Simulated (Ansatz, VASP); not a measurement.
**Two plane-wave programs on Yb**

The input INCAR:

```
SYSTEM = Yb
PREC     = Accurate       ! precision mode
ENCUT    = 520            ! plane-wave cutoff, eV
EDIFF    = 1E-7           ! SCF threshold, eV
ISMEAR   = -1             ! smearing method
SIGMA    = 0.1            ! smearing width, eV
LREAL    = .False.        ! projectors in reciprocal space
LASPH    = .True.         ! aspherical terms in the spheres
NELM     = 60             ! most SCF steps
ALGO     = Normal         ! electronic algorithm
ISIF     = 2              ! what is computed and relaxed
LWAVE    = .False.        ! write WAVECAR
LCHARG   = .False.        ! write CHGCAR
GGA      = B5             ! functional
ALDAX    = 1.0          
AGGAX    = 1.0          
AGGAC    = 1.0          
ALDAC    = 0.0          
NBANDS   = 18             ! bands
```

The input KPOINTS:

```
Automatic mesh
0
Gamma
  12 12 12
  0 0 0
```

File POSCAR:

```
Yb
1.0
   -1.9998442864      1.9998442864      1.9998442864
    1.9998442864     -1.9998442864      1.9998442864
    1.9998442864      1.9998442864     -1.9998442864
Yb
1
Direct
    0.0000000000      0.0000000000      0.0000000000
```

Input for Ansatz:

```yaml
crystal:
  lattice:
    - [-1.9998442864, 1.9998442864, 1.9998442864]
    - [1.9998442864, -1.9998442864, 1.9998442864]
    - [1.9998442864, 1.9998442864, -1.9998442864]
  atoms:
    - { symbol: Yb, position: [0.0, 0.0, 0.0] }
hamiltonian:
  xc: blyp
  pseudopotentials:
    kind: paw
    azcp:
      Yb: "pseudopotentials/Yb.paw.azcp"
basis:
  ecutwfc: 420
  fft_grid_basis: typed
kpoints:
  mp_grid: { grid: [12, 12, 12], shift: [0, 0, 0] }
magnetization:
  spin_polarized: false
scf:
  occupations: { method: fermi_dirac, width: 0.1 }
  lower_state_search: "off"
output:
  stress: true
```

Alike in both runs: task single point; functional BLYP; k mesh 12 × 12 × 12; occupations fermi-dirac, width 0.1 eV; no spin polarisation.

|  | VASP | Ansatz |
| --- | --- | --- |
| version | VASP 6.6.1 | Ansatz 0.2.0 |
| potentials or method | VASP PAW PBE potentials, release 64 (Yb), cutoff 520 eV | plane waves (420 eV) with PAW, scalar-relativistic |
| valence electrons in the cell | 24 | 24 |

VASP gave:

* pressure (GPa): 3.2

Which values does Ansatz return?

Pressure (GPa): 2.9.

VASP's potentials were made for PBE, not for BLYP. With one functional, cell and mesh, what is left measures potentials, basis and numerics.

Neither program's run includes spin-orbit coupling.
